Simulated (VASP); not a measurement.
F, 4 atoms in the cell. It takes space group C2/m (No. 12, monoclinic). Conventional cell: a = 5.824 Å, b = 3.502 Å, c = 7.327 Å, α = 90.00°, β = 111.54°, γ = 90.00°. Within 1.8 Å of F (site symmetry m) lie 1 F at 1.37 Å. F (site symmetry m) has 1 F at 1.37 Å within 1.8 Å. 

- Program: VASP 6.6.1
- Task: single point
- Functional: PBEsol
- Potentials or basis: VASP PAW PBE potentials, release 64 (F)
- Cutoff: 520 eV
- k mesh: 4 × 4 × 2
- Occupations: gaussian, width 0.05 eV
- Spin: no spin polarisation
- Dipole correction: no
- Further INCAR settings: ALGO = Normal; EDIFF = 1e-06; NBANDS = 22

Potentials or basis: VASP PAW PBE potentials, release 64 (F).

Run with:

```bash
$ cat potpaw_PBE.64/F/POTCAR > POTCAR
$ mpirun -np 1 vasp_std > vasp.out
```

Hardware: 1 thread of AMD EPYC 9R45 96-Core Processor (Zen 5), with other jobs on the host.

Question: How long does it take, and how much memory?

Answer: Run time: 15 s on 1 thread of AMD EPYC 9R45 96-Core Processor (Zen 5) (shared host), peak memory 0.14 GiB. Counts: scf iterations 12, k points 14.
